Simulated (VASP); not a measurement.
# Sb (I4_1/amd) in VASP: notebook

Runs on Sb. Level: LDA. Tasks: single point.

All numbers are computed with VASP 6.6.1; they aren't measurements. Logs are shortened: lines on timing, memory, paths and dates and some standing lists are left out, and cuts for length are marked.

## 1. The cell of the first run

Symmetry: I4_1/amd, No. 141, tetragonal system. The conventional cell has a = 5.262 Å, b = 5.262 Å, c = 2.786 Å, α = 90.00°, β = 90.00°, γ = 90.00°. Within 3.6 Å of Sb (site symmetry -4m2) lie 10 Sb at 2.72 to 3.36 Å.

## 2. Single point, LDA

The input, INCAR:

```
SYSTEM = Sb
PREC = Accurate
ENCUT = 520
EDIFF = 1E-7
ISMEAR = -1
SIGMA = 0.08
LREAL = .FALSE.
LASPH = .TRUE.
NELM = 100
ALGO = Normal
ISIF = 2
LWAVE = .FALSE.
LCHARG = .TRUE.
LELF = .TRUE.
LVHAR = .TRUE.
NBANDS = 12
```

The input, KPOINTS:

```
Automatic mesh
0
G
  15 15 15
  0 0 0
```

The input, POSCAR:

```
Sb
1.0
   -2.6309759687      2.6309759687      1.3927879673
    2.6309759687     -2.6309759687      1.3927879673
    2.6309759687      2.6309759687     -1.3927879673
Sb
2
Direct
   -0.3750000000     -0.1250000000     -0.2500000000
    0.3750000000      0.1250000000      0.2500000000
```

Potentials or basis: VASP PAW LDA potentials, release 64 (Sb).

Command:

```console
$ cat potpaw_LDA.64/Sb/POTCAR > POTCAR
$ mpirun -np 1 vasp_std > vasp.out
```

OUTCAR:

```text
SYSTEM = Sb
   PREC = Accurate
   ENCUT = 520
   EDIFF = 1E-7
   ISMEAR = -1
   LREAL = .FALSE.
   LASPH = .TRUE.
   NELM = 100
   ISIF = 2

 ion  position               nearest neighbor table
   1  0.625  0.875  0.750-   2 2.72   2 2.72   2 2.72   2 2.72   2 3.36   2 3.36   2 3.36   2 3.36

   2  0.375  0.125  0.250-   1 2.72   1 2.72   1 2.72   1 2.72   1 3.36   1 3.36   1 3.36   1 3.36

  LATTYP: Found a body centered tetragonal cell.
 ALAT       =     5.2619519374
 C/A-ratio  =     0.5293807256

  Lattice vectors:

 A1 = (  -2.6309759687,   2.6309759687,   1.3927879673)
 A2 = (   2.6309759687,  -2.6309759687,   1.3927879673)
 A3 = (   2.6309759687,   2.6309759687,  -1.3927879673)

Analysis of symmetry for initial positions (statically):
=====================================================================
 Subroutine PRICEL returns:
 Original cell was already a primitive cell.

 Routine SETGRP: Setting up the symmetry group for a
 body centered tetragonal supercell.

 Subroutine GETGRP returns: Found 16 space group operations
 (whereof  4 operations were pure point group operations)
 out of a pool of 16 trial point group operations.

The static configuration has the point symmetry C_2h.
 The point group associated with its full space group is D_4h.

Analysis of symmetry for dynamics (positions and initial velocities):
=====================================================================
 Subroutine PRICEL returns:
 Original cell was already a primitive cell.

 Routine SETGRP: Setting up the symmetry group for a
 body centered tetragonal supercell.

 Subroutine GETGRP returns: Found 16 space group operations
 (whereof  4 operations were pure point group operations)
 out of a pool of 16 trial point group operations.

The dynamic configuration has the point symmetry C_2h.
 The point group associated with its full space group is D_4h.

 Subroutine INISYM returns: Found 16 space group operations
 (whereof  4 operations are pure point group operations),
 and found     1 'primitive' translations

----------------------------------------------------------------------------------------

                                     Primitive cell

  volume of cell :      38.5637

  direct lattice vectors                    reciprocal lattice vectors
    -2.630975969  2.630975969  1.392787967     0.000000000  0.190043545  0.358992188
     2.630975969 -2.630975969  1.392787967     0.190043545  0.000000000  0.358992188
     2.630975969  2.630975969 -1.392787967     0.190043545  0.190043545  0.000000000

  length of vectors
     3.972899120  3.972899120  3.972899120     0.406191999  0.406191999  0.268762159

  position of ions in fractional coordinates (direct lattice)
     0.625000000  0.875000000  0.750000000
     0.375000000  0.125000000  0.250000000

  ion indices of the primitive-cell ions
   primitive index   ion index
                 1           1
                 2           2

----------------------------------------------------------------------------------------

 KPOINTS: Automatic mesh

Automatic generation of k-mesh.
 Grid dimensions read from file:
 generate k-points for:   15   15   15

 Generating k-lattice:

  Cartesian coordinates                     Fractional coordinates (reciprocal lattice)
     0.000000000  0.012669570  0.023932813     0.066666667 -0.000000000  0.000000000
     0.012669570  0.000000000  0.023932813    -0.000000000  0.066666667  0.000000000
     0.012669570  0.012669570  0.000000000     0.000000000  0.000000000  0.066666667

  Length of vectors
     0.027079467  0.027079467  0.017917477

  Shift w.r.t. Gamma in fractional coordinates (k-lattice)
     0.000000000  0.000000000  0.000000000

 Subroutine IBZKPT returns following result:
 ===========================================

 Found    288 irreducible k-points:

 Following reciprocal coordinates:
            Coordinates               Weight
  0.000000  0.000000  0.000000      1.000000
  0.066667  0.000000  0.000000      8.000000
  0.133333 -0.000000  0.000000      8.000000
  0.200000 -0.000000  0.000000      8.000000
  0.266667 -0.000000  0.000000      8.000000
  0.333333 -0.000000  0.000000      8.000000
[... 16 lines left out ...]
  0.133333  0.133333  0.000000      8.000000
  0.200000  0.133333  0.000000     16.000000
 [... further k-points ...]
   k-points           NKPTS =    288   k-points in BZ     NKDIM =    288   number of bands    NBANDS=     12
   number of dos      NEDOS =    301   number of ions     NIONS =      2
   total plane-waves  NPLWV =  27000
   dimension x,y,z NGX =    30 NGY =   30 NGZ =   30
   dimension x,y,z NGXF=    60 NGYF=   60 NGZF=   60
   ions per type =               2
   NGX,Y,Z   is equivalent  to a cutoff of  12.55, 12.55, 12.55 a.u.
   NGXF,Y,Z  is equivalent  to a cutoff of  25.11, 25.11, 25.11 a.u.
 SYSTEM =  Sb
   PREC   = accura    normal or accurate (medium, high low for compatibility)
   ISTART =      0    job   : 0-new  1-cont  2-samecut
   ICHARG =      2    charge: 1-file 2-atom 10-const
   ISPIN  =      1    spin polarized calculation?
   LNONCOLLINEAR =      F non collinear calculations
   LSORBIT =      F    spin-orbit coupling
   LASPH  =      T    aspherical Exc in radial PAW
   ENCUT  =  520.0 eV  38.22 Ry    6.18 a.u.   7.39  7.39  7.39*2*pi/ulx,y,z
   NELM   =    100;   NELMIN=  2; NELMDL= -5     # of ELM steps
   EDIFF  = 0.1E-06   stopping-criterion for ELM
   LREAL  =      F    real-space projection
   EDIFFG = 0.1E-05   stopping-criterion for IOM
   NSW    =      0    number of steps for IOM
   IBRION =     -1    ionic relax: 0-MD 1-quasi-New 2-CG
   NFREE  =      0    steps in history (QN), initial steepest desc. (CG)
   ISIF   =      2    stress and relaxation
   ISYM   =      2    0-nonsym 1-usesym 2-fastsym
   POTIM  = 0.5000    time-step for ionic-motion
   TEBEG  =    0.0;   TEEND  =   0.0 temperature during run
   PSTRESS=    0.0 pullay stress
   NELECT =      10.0000    total number of electrons
   NUPDOWN=      -1.0000    fix difference up-down
   EMIN   =  10.00;   EMAX   =-10.00  energy-range for DOS
   EFERMI =   0.00;   METHOD = LEGACY
   ISMEAR =    -1;   SIGMA  =   0.08  broadening in eV -4-tet -1-fermi 0-gaus
   EFERMI_NEDOS =   21; number of points for ismear=-14 and -15
   IALGO  =     38    algorithm
   IMIX   =      4    mixing-type and parameters
     AMIX     =   0.40;   BMIX     =  1.00
     AMIX_MAG =   1.60;   BMIX_MAG =  1.00
  volume/ion in A,a.u.               =      19.28       130.12
  Fermi-wavevector in a.u.,A,eV,Ry     =   1.043955  1.972789 14.828210  1.089843
  Thomas-Fermi vector in A             =   2.178687
   LORBIT       =      0    0 simple, 1 ext, 2 COOP (PROOUT), +10 PAW based schemes
   GGA     = CA    functional components
   LHFCALC =     F    Hartree Fock is set to
   AEXX    =    0.0000 exact exchange contribution
   IVDW    =     0    specifies the selected vdW correction
   LEPSILON=     F    determine dielectric tensor
   LRPA    =     F    only Hartree local field effects (RPA)
 non-spin polarized calculation
  energy-cutoff  :      520.00
  volume of cell :       38.56
 maximum number of plane-waves:      1056
 NGX is ok and might be reduce to    30
   NGX = 15   NGY = 15   NGZ = 15

 number of electron      10.0000001 magnetization

 Free energy of the ion-electron system (eV)
  ---------------------------------------------------
  ext. energy  EPLUGINS =         0.00000000
  ---------------------------------------------------
  free energy    TOTEN  =        -7.33193665 eV

  energy without entropy =       -7.31451994  energy(sigma->0) =       -7.32322829

 E-fermi :  14.0036     XC(G=0): -11.7846

 val. band max:       13.9977563956   @ k =  -0.1333   0.2000   0.1333
 cond. band min:      14.0121721896   @ k =   0.2000   0.2000   0.2000
 fundamental gap:      0.0144157940
 Fermi energy:        14.0035609595

 k-point     1 :       0.0000    0.0000    0.0000
  band No.  band energies     occupation
      1      -2.7063      2.00000
      2       7.3266      2.00000
      3       8.3777      2.00000
      4       8.3777      2.00000
      5      14.4416      0.00834
      6      18.8080      0.00000
      7      18.8080      0.00000
      8      20.5574      0.00000
      9      20.8967      0.00000
     10      22.2904      0.00000
     11      22.9713      0.00000
     12      24.6638      0.00000

 k-point     2 :       0.0667    0.0000    0.0000
  band No.  band energies     occupation
      1      -2.5891      2.00000
      2       7.0036      2.00000
      3       8.3960      2.00000
      4       8.9273      2.00000
      5      14.6235      0.00086
      6      18.3807      0.00000
      7      18.8620      0.00000
      8      19.6078      0.00000
      9      19.7488      0.00000
     10      22.1798      0.00000
     11      22.8110      0.00000
     12      23.0060      0.00000

 k-point     3 :       0.1333   -0.0000    0.0000
  band No.  band energies     occupation
      1      -2.2373      2.00000
      2       6.6129      2.00000
      3       8.4617      2.00000
      4       9.9881      2.00000
      5      15.1505      0.00000
      6      16.9958      0.00000
      7      17.5883      0.00000
      8      18.1627      0.00000
      9      18.8505      0.00000
     10      21.3756      0.00000
     11      21.4076      0.00000
     12      22.8498      0.00000

 k-point     4 :       0.2000   -0.0000    0.0000
  band No.  band energies     occupation
      1      -1.6503      2.00000
      2       6.4035      2.00000
      3       8.5981      2.00000
      4      11.2562      2.00000
      5      14.6123      0.00099
      6      15.6956      0.00000
      7      15.9564      0.00000
      8      17.1289      0.00000
      9      18.1856      0.00000
     10      20.3953      0.00000
     11      21.0170      0.00000
     12      23.3017      0.00000

 k-point     5 :       0.2667   -0.0000    0.0000
  band No.  band energies     occupation
      1      -0.8285      2.00000
      2       6.3952      2.00000
      3       8.8233      2.00000
      4      11.7028      2.00000
      5      13.1266      1.99997
      6      13.8951      1.59002
      7      16.3716      0.00000
      8      16.4589      0.00000
      9      17.5624      0.00000
     10      19.6067      0.00000
     11      21.5908      0.00000
     12      23.8260      0.00000
[... 228 lines left out ...]
      1      -2.4878      2.00000
      2       6.1118      2.00000
      3       8.4184      2.00000
      4       9.7301      2.00000
      5      15.0648      0.00000
      6      17.4544      0.00000
      7      18.5372      0.00000
      8      19.3665      0.00000
      9      19.7520      0.00000
     10      22.5379      0.00000
     11      23.0827      0.00000
     12      23.5137      0.00000

 k-point    22 :      -0.0667    0.0667    0.0000
  band No.  band energies     occupation
      1      -2.6557      2.00000
      2       6.6080      2.00000
      3       8.4391      2.00000
      4       8.9963      2.00000
      5      14.6687      0.00049
      6      18.2960      0.00000
      7      18.5125      0.00000
      8      20.6793      0.00000
      9      20.7901      0.00000
     10      22.5543      0.00000
     11      23.0821      0.00000
     12      24.3329      0.00000

 k-point    23 :       0.1333    0.1333    0.0000
  band No.  band energies     occupation
      1      -1.0302      2.00000
      2       6.8710      2.00000
      3       9.8639      2.00000
      4      11.0569      2.00000
      5      13.0592      1.99999
      6      13.2730      1.99978
      7      16.2842      0.00000
      8      16.9413      0.00000
      9      17.2502      0.00000
     10      19.7674      0.00000
     11      20.3664      0.00000
     12      24.4641      0.00000

 k-point    24 :       0.2000    0.1333    0.0000
  band No.  band energies     occupation
      1      -0.0761      2.00000
      2       7.0353      2.00000
      3       9.8972      2.00000
      4      10.8173      2.00000
      5      11.6866      2.00000
      6      12.4829      2.00000
      7      15.7372      0.00000
      8      16.1268      0.00000
      9      17.8354      0.00000
     10      19.5734      0.00000
     11      20.8127      0.00000
     12      25.4523      0.00000

 [... further k-points ...]

------------------------ aborting loop because EDIFF is reached ----------------------------------------

  FORCE on cell =-STRESS in cart. coord.  units (eV):
  Direction    XX          YY          ZZ          XY          YZ          ZX
  --------------------------------------------------------------------------------------
  -------------------------------------------------------------------------------------
  Total       13.4497048     13.4497048     13.4735813      0.0000000      0.0000000      0.0000000
  in kB      558.7847876    558.7847876    559.7767663      0.0000000      0.0000000      0.0000000
  external PRESSURE =     559.1154472 kB  Pullay stress =       0.0000000 kB

 VOLUME and BASIS-vectors are now :
 -----------------------------------------------------------------------------
  energy-cutoff  :      520.00
  volume of cell :       38.56
      direct lattice vectors                 reciprocal lattice vectors
    -2.630975969  2.630975969  1.392787967     0.000000000  0.190043545  0.358992188
     2.630975969 -2.630975969  1.392787967     0.190043545  0.000000000  0.358992188
     2.630975969  2.630975969 -1.392787967     0.190043545  0.190043545  0.000000000

 POSITION                                       TOTAL-FORCE (eV/Angst)
 -----------------------------------------------------------------------------------
      2.63098      1.31549      1.04459         0.000000     -0.000000      0.000000
     -0.00000      1.31549      0.34820        -0.000000      0.000000     -0.000000
 -----------------------------------------------------------------------------------
    total drift:                                0.000000     -0.000000      0.000000

  FREE ENERGIE OF THE ION-ELECTRON SYSTEM (eV)
  ---------------------------------------------------
  free  energy   TOTEN  =        -7.3319366501 eV

  energy  without entropy=       -7.3145199395  energy(sigma->0) =       -7.32322829
```

Run time: 4.2 min. Hardware: 1 thread of AMD EPYC 7R13, shared host; peak memory 0.21 GiB.

What came out:

| Item | Value |
| --- | --- |
| Free energy | -7.3319 eV |
| Pressure | 55.9 GPa |
| Band gap on the k mesh | zero (bands 5 and 6 overlap by 7.88 eV) |

Caveat: the cell stands under pressure; spin-orbit coupling is left out, which moves the levels of the heavy elements.

(Part 1 of 2 ends here.)
